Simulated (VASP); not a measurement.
# HfC4 (P2_1/m) in VASP: further runs

The runs below take HfC4 through single point, with PBE.

All numbers are computed with VASP 6.6.1; they aren't measurements. Logs are shortened: lines on timing, memory, paths and dates and some standing lists are left out, and cuts for length are marked.

## (1) The cell of the first run

The structure is monoclinic, space group P2_1/m (No. 11). The conventional cell has a = 4.247 Å, b = 4.111 Å, c = 4.925 Å, α = 90.00°, β = 105.85°, γ = 90.00°. Within 3.0 Å of Hf (site symmetry m) lie 12 C at 2.29 to 2.82 Å. Within 1.9 Å of C (site symmetry 1) lie 3 C at 1.46 to 1.48 Å. Within 2.0 Å of C (site symmetry 1) lie 3 C at 1.47 to 1.49 Å.

## (2) Single point, PBE (8.27 Å³/atom)

Input file INCAR:

```
SYSTEM = HfC4
PREC     = Accurate       ! precision mode
ENCUT    = 520            ! plane-wave cutoff, eV
EDIFF    = 1E-7           ! SCF threshold, eV
ISMEAR   = 0              ! smearing method
SIGMA    = 0.1            ! smearing width, eV
LREAL    = .FALSE.        ! projectors in reciprocal space
LASPH    = .TRUE.         ! aspherical terms in the spheres
NELM     = 100            ! most SCF steps
ALGO     = Normal         ! electronic algorithm
ISIF     = 2              ! what is computed and relaxed
LWAVE    = .FALSE.        ! write WAVECAR
LCHARG   = .FALSE.        ! write CHGCAR
GGA      = PE             ! functional
NBANDS   = 37             ! bands
```

Input file KPOINTS:

```
regular mesh
0
G
  8 8 6
  0 0 0
```

Input file POSCAR:

```
HfC4
1.0
    4.2466995272      0.0000000000     -0.0577073593
    0.0000000000      4.1109190871      0.0000000000
   -1.2802247601      0.0000000000      4.7553264884
Hf C
2 8
Direct
    0.9651978699      0.2500000000      0.2452446227
    0.0348021301      0.7500000000      0.7547553773
    0.5728415787      0.5729942994      0.3941655111
    0.4361242653      0.4307195961      0.1122785246
    0.5638757347      0.5692804039      0.8877214754
    0.4271584213      0.4270057006      0.6058344889
    0.5638757347      0.9307195961      0.8877214754
    0.4271584213      0.0729942994      0.6058344889
    0.5728415787      0.9270057006      0.3941655111
    0.4361242653      0.0692804039      0.1122785246
```

Potentials or basis: VASP PAW PBE potentials, release 64 (Hf_pv, C).

The run is started by

```
$ cat potpaw_PBE.64/Hf_pv/POTCAR potpaw_PBE.64/C/POTCAR > POTCAR
$ mpirun -np 1 vasp_std > vasp.out
```

OUTCAR:

```text
SYSTEM = HfC4
   PREC = Accurate
   ENCUT = 520
   EDIFF = 1E-7
   ISMEAR = 0
   LREAL = .FALSE.
   LASPH = .TRUE.
   NELM = 100
   ISIF = 2
   GGA = PE

 ion  position               nearest neighbor table
   1  0.965  0.250  0.245-   4 2.29  10 2.29   6 2.37   8 2.37   4 2.39  10 2.39   9 2.40   3 2.40
                             7 2.47   5 2.47   3 2.82   9 2.82   2 3.19   2 3.19   2 3.25   2 3.25
   2  0.035  0.750  0.755-   5 2.29   7 2.29   3 2.37   9 2.37   7 2.39   5 2.39   8 2.40   6 2.40
                             4 2.47  10 2.47   6 2.82   8 2.82   1 3.19   1 3.19   1 3.25   1 3.25
   3  0.573  0.573  0.394-   9 1.46   4 1.47   6 1.48   2 2.37   1 2.40   1 2.82
   4  0.436  0.431  0.112-   3 1.47   5 1.47  10 1.49   1 2.29   1 2.39   2 2.47
   5  0.564  0.569  0.888-   6 1.47   4 1.47   7 1.49   2 2.29   2 2.39   1 2.47
   6  0.427  0.427  0.606-   8 1.46   5 1.47   3 1.48   1 2.37   2 2.40   2 2.82
   7  0.564  0.931  0.888-   8 1.47  10 1.47   5 1.49   2 2.29   2 2.39   1 2.47
   8  0.427  0.073  0.606-   6 1.46   7 1.47   9 1.48   1 2.37   2 2.40   2 2.82
   9  0.573  0.927  0.394-   3 1.46  10 1.47   8 1.48   2 2.37   1 2.40   1 2.82
  10  0.436  0.069  0.112-   9 1.47   7 1.47   4 1.49   1 2.29   1 2.39   2 2.47

  LATTYP: Found a simple monoclinic cell.
 ALAT       =     4.2470915947
 B/A-ratio  =     0.9679374686
 C/A-ratio  =     1.1595329562
 COS(beta)  =    -0.2730593198

  Lattice vectors:

 A1 = (   4.2466995272,   0.0000000000,  -0.0577073593)
 A2 = (   0.0000000000,   4.1109190871,   0.0000000000)
 A3 = (  -1.2802247601,   0.0000000000,   4.7553264884)

Analysis of symmetry for initial positions (statically):
=====================================================================
 Subroutine PRICEL returns:
 Original cell was already a primitive cell.

 Routine SETGRP: Setting up the symmetry group for a
 simple monoclinic supercell.

 Subroutine GETGRP returns: Found  4 space group operations
 (whereof  2 operations were pure point group operations)
 out of a pool of  4 trial point group operations.

The static configuration has the point symmetry S_2 .
 The point group associated with its full space group is C_2h.

Analysis of symmetry for dynamics (positions and initial velocities):
=====================================================================
 Subroutine PRICEL returns:
 Original cell was already a primitive cell.

 Routine SETGRP: Setting up the symmetry group for a
 simple monoclinic supercell.

 Subroutine GETGRP returns: Found  4 space group operations
 (whereof  2 operations were pure point group operations)
 out of a pool of  4 trial point group operations.

The dynamic configuration has the point symmetry S_2 .
[... 122 lines left out ...]
   ISIF   =      2    stress and relaxation
   ISYM   =      2    0-nonsym 1-usesym 2-fastsym
   POTIM  = 0.5000    time-step for ionic-motion
   TEBEG  =    0.0;   TEEND  =   0.0 temperature during run
   PSTRESS=    0.0 pullay stress
   NELECT =      52.0000    total number of electrons
   NUPDOWN=      -1.0000    fix difference up-down
   EMIN   =  10.00;   EMAX   =-10.00  energy-range for DOS
   EFERMI =   0.00;   METHOD = LEGACY
   ISMEAR =     0;   SIGMA  =   0.10  broadening in eV -4-tet -1-fermi 0-gaus
   EFERMI_NEDOS =   21; number of points for ismear=-14 and -15
   IALGO  =     38    algorithm
   IMIX   =      4    mixing-type and parameters
     AMIX     =   0.40;   BMIX     =  1.00
     AMIX_MAG =   1.60;   BMIX_MAG =  1.00
  volume/ion in A,a.u.               =       8.27        55.82
  Fermi-wavevector in a.u.,A,eV,Ry     =   1.402436  2.650219 26.760286  1.966826
  Thomas-Fermi vector in A             =   2.525198
   LORBIT       =      0    0 simple, 1 ext, 2 COOP (PROOUT), +10 PAW based schemes
   GGA     = PE    functional components
   LHFCALC =     F    Hartree Fock is set to
   AEXX    =    0.0000 exact exchange contribution
   IVDW    =     0    specifies the selected vdW correction
   LEPSILON=     F    determine dielectric tensor
   LRPA    =     F    only Hartree local field effects (RPA)
 non-spin polarized calculation
 Gauss-broadening in eV      SIGMA  =   0.10
  energy-cutoff  :      520.00
  volume of cell :       82.71
 maximum number of plane-waves:      2254
   NGX = 15   NGY = 15   NGZ = 19

 number of electron      52.0000005 magnetization

 Free energy of the ion-electron system (eV)
  ---------------------------------------------------
  ext. energy  EPLUGINS =         0.00000000
  ---------------------------------------------------
  free energy    TOTEN  =       -91.48263707 eV

  energy without entropy =      -91.47552889  energy(sigma->0) =      -91.47908298

 E-fermi :   8.9204     XC(G=0): -12.6686

 val. band max:        8.9155116196   @ k =  -0.3750   0.0000   0.3333
 cond. band min:       8.9362092853   @ k =  -0.3750   0.2500   0.1667
 fundamental gap:      0.0206976657
 Fermi energy:         8.9203572202

 k-point     1 :       0.0000    0.0000    0.0000
  band No.  band energies     occupation
      1     -22.6804      2.00000
      2     -22.5973      2.00000
      3     -22.4134      2.00000
      4     -22.4047      2.00000
      5     -22.1215      2.00000
      6     -21.9773      2.00000
[... 949 lines left out ...]
     36      14.1346      0.00000
     37      15.3879      0.00000

 [... further k-points ...]
[... 5 lines left out ...]
  --------------------------------------------------------------------------------------
  -------------------------------------------------------------------------------------
  Total       11.7560937     12.6739210     12.6073347      0.0000000      0.0000000     -0.2920629
  in kB      227.7165176    245.4949098    244.2051276      0.0000000      0.0000000     -5.6572837
  external PRESSURE =     239.1388517 kB  Pullay stress =       0.0000000 kB

 VOLUME and BASIS-vectors are now :
 -----------------------------------------------------------------------------
  energy-cutoff  :      520.00
  volume of cell :       82.71
      direct lattice vectors                 reciprocal lattice vectors
     4.246699527  0.000000000 -0.057707359     0.236341606  0.000000000  0.063627677
     0.000000000  4.110919087  0.000000000     0.000000000  0.243254605  0.000000000
    -1.280224760  0.000000000  4.755326488     0.002868079  0.000000000  0.211062645

 POSITION                                       TOTAL-FORCE (eV/Angst)
 -----------------------------------------------------------------------------------
      3.78494      1.02773      1.11052        -0.004141     -0.000000     -0.000250
     -0.81846      3.08319      3.58710         0.004141     -0.000000      0.000250
      1.92807      2.35553      1.84133         0.049579     -0.021425     -0.002525
      1.70835      1.77065      0.50875        -0.028570      0.007044     -0.018551
      1.25813      2.34027      4.18887         0.028570     -0.007044      0.018551
      1.03841      1.75539      2.85629        -0.049579      0.021425      0.002525
      1.25813      3.82611      4.18887         0.028570      0.007044      0.018551
      1.03841      0.30007      2.85629        -0.049579     -0.021425      0.002525
      1.92807      3.81085      1.84133         0.049579      0.021425     -0.002525
      1.70835      0.28481      0.50875        -0.028570     -0.007044     -0.018551
 -----------------------------------------------------------------------------------
    total drift:                                0.000000     -0.000000     -0.000000

  FREE ENERGIE OF THE ION-ELECTRON SYSTEM (eV)
  ---------------------------------------------------
  free  energy   TOTEN  =       -91.4826370657 eV

  energy  without entropy=      -91.4755288904  energy(sigma->0) =      -91.47908298
```

Wall time 6.9 min (1 thread of Intel Xeon 8259CL, shared host); peak memory 0.38 GiB.

What came out:

| Quantity | Value |
| --- | --- |
| Free energy | -91.4826 eV |
| Pressure | 23.9 GPa |
| Largest force | 0.054 eV/Å |
| Band gap on the k mesh | zero (bands 26 and 27 overlap by 0.92 eV) |

Forces in eV/Å, atoms in the order of the input:
```
Hf  -0.004  0.000  0.000
Hf   0.004  0.000  0.000
C    0.050 -0.021 -0.003
C   -0.029  0.007 -0.019
C    0.029 -0.007  0.019
C   -0.050  0.021  0.003
C    0.029  0.007  0.019
C   -0.050 -0.021  0.003
C    0.050  0.021 -0.003
C   -0.029 -0.007 -0.019
```

Stress tensor (GPa, compression positive):
```
22.77  0.00 -0.57
 0.00 24.55  0.00
-0.57  0.00 24.42
```

Caveat: the cell stands under pressure; spin-orbit coupling is left out, which moves the levels of the heavy elements.

## (3) Single point, PBE

This run uses another cell than the first one, of 9.09 Å³/atom.

Input file INCAR:

```
PREC = Accurate
ENCUT = 520
EDIFF = 1E-6
ISMEAR = 0
SIGMA = 0.1
LREAL = False
LASPH = True
NELM = 80
ALGO = Normal
ISIF = 2
LWAVE = False
LCHARG = False
GGA = PE
NBANDS = 37
```

Input file KPOINTS:

```
regular mesh
0
Gamma
  8 8 6
```

Input file POSCAR:

```
HfC4
1.0
    4.4549999956      0.0000000000     -0.0052963711
    0.0000000000      4.2162464819      0.0000000000
   -1.2832188616      0.0000000000      4.8406188591
Hf C
2 8
Direct
    0.9679344359      0.2500000000      0.2548235827
    0.0320655641      0.7500000000      0.7451764173
    0.5721840560      0.5737209149      0.3946073216
    0.4512356043      0.4276646661      0.1167518087
    0.5487643957      0.5723353339      0.8832481913
    0.4278159440      0.4262790851      0.6053926784
    0.5487643957      0.9276646661      0.8832481913
    0.4278159440      0.0737209149      0.6053926784
    0.5721840560      0.9262790851      0.3946073216
    0.4512356043      0.0723353339      0.1167518087
```

Potentials or basis: VASP PAW PBE potentials, release 64 (Hf_pv, C).

The run is started by

```
$ cat potpaw_PBE.64/Hf_pv/POTCAR potpaw_PBE.64/C/POTCAR > POTCAR
$ mpirun -np 1 vasp_std > vasp.out
```

It took 7.1 min on 1 thread of Intel Xeon 8259CL, shared host; peak memory 0.41 GiB.

The run converged. Its results:

```yaml
Free_energy: -91.9970 eV
Pressure: -0.5 GPa
Largest_force: 0.048 eV/Å
Band_gap_on_the_k_mesh: zero (bands 26 and 27 overlap by 1.03 eV)
```

Forces in eV/Å, atoms in the order of the input:
```
Hf  -0.020  0.000  0.009
Hf   0.020  0.000 -0.009
C    0.046 -0.015  0.002
C   -0.021  0.000  0.002
C    0.021  0.000 -0.002
C   -0.046  0.015 -0.002
C    0.021  0.000 -0.002
C   -0.046 -0.015 -0.002
C    0.046  0.015  0.002
C   -0.021  0.000  0.002
```

Stress tensor (GPa, compression positive):
```
-1.41  0.00 -0.44
 0.00  0.01  0.00
-0.44  0.00 -0.13
```

Levels at points of the mesh, in eV from the Fermi level:
```csv
k point,band 22,band 23,band 24,band 25,band 26,band 27,band 28,band 29,band 30,band 31
"(0.00, 0.00, 0.00)",-3.81,-3.62,-2.88,-1.26,-0.32,1.37,1.94,2.84,3.41,3.52
"(0.50, 0.00, 0.00)",-3.38,-3.34,-1.83,-1.22,-0.55,-0.30,1.41,2.16,2.19,2.94
"(0.00, 0.50, 0.00)",-4.48,-2.80,-2.80,-2.29,-2.29,1.77,1.77,2.38,2.38,3.24
"(0.50, 0.50, 0.00)",-4.20,-3.18,-3.18,-0.62,-0.62,1.15,1.15,2.28,2.28,3.09
"(0.00, 0.00, 0.50)",-4.21,-3.51,-3.03,-0.83,-0.29,0.35,0.48,1.87,2.51,3.34
"(0.50, 0.00, 0.50)",-4.08,-3.36,-2.39,-0.73,0.12,0.47,1.23,1.97,2.21,2.85
"(0.00, 0.50, 0.50)",-5.46,-2.98,-2.98,-0.64,-0.64,2.25,2.25,2.91,2.91,3.30
"(0.50, 0.50, 0.50)",-5.49,-2.01,-2.01,-0.71,-0.71,1.64,1.64,2.21,2.21,2.85
```

Caveat: spin-orbit coupling is left out, which moves the levels of the heavy elements.

The gap in the log of VASP goes by the Fermi energy; the results here count the filled bands.